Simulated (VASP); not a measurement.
Wanted: the native input for a VASP 6.6.1 run.

* Task: single point
* Functional: PBEsol
* Potentials or basis: VASP PAW PBE potentials, release 64 (Bi_d, Te)
* Cutoff: 520 eV
* k mesh: 12 × 12 × 12
* Occupations: gaussian, width 0.15 eV
* Spin: no spin polarisation
* Dipole correction: no
* Further INCAR settings: ALGO = Normal; EDIFF = 1e-06; NBANDS = 18

The structure of BiTe lies in POSCAR:

```
BiTe
1.0
    2.4590483894      1.3777697200      3.3172919545
   -2.4590483894      1.3777697200      3.3172919545
    0.0000000000     -2.7555394400      3.3172919545
Bi Te
1 1
Direct
    0.5000000000      0.5000000000      0.5000000000
    0.0000000000      0.0000000000      0.0000000000
```

This cell differs from its parent crystal: strain +0.0150 x Voigt [1, -1, 0, 0, 0, 0].

One way to write it, as run:

INCAR

```
  PREC = Accurate
  ENCUT = 520
  EDIFF = 1E-6
  ISMEAR = 0
  SIGMA = 0.15
  LREAL = F
  LASPH = T
  NELM = 100
  ALGO = Normal
  ISIF = 2
  LWAVE = F
  LCHARG = T
  GGA = PS
  LELF = T
  LVHAR = T
  NBANDS = 18
```

KPOINTS

```
regular mesh
0
Gamma
  12 12 12
```

Potentials or basis: VASP PAW PBE potentials, release 64 (Bi_d, Te).

The run is started by

```bash
$ cat potpaw_PBE.64/Bi_d/POTCAR potpaw_PBE.64/Te/POTCAR > POTCAR
$ mpirun -np 1 vasp_std > vasp.out
```

Results of the run:

| Quantity | Value |
| --- | --- |
| Pressure | -2.5 GPa |

Caveat: the cell differs from its parent crystal (strain +0.0150 x Voigt [1, -1, 0, 0, 0, 0]); the PAW data sets were made with another functional, which shifts forces and pressure a little.

Run time: 7.6 min on 1 thread of Oxide Virtual Turin-like Processor, on a shared host, peak memory 0.6 GiB.
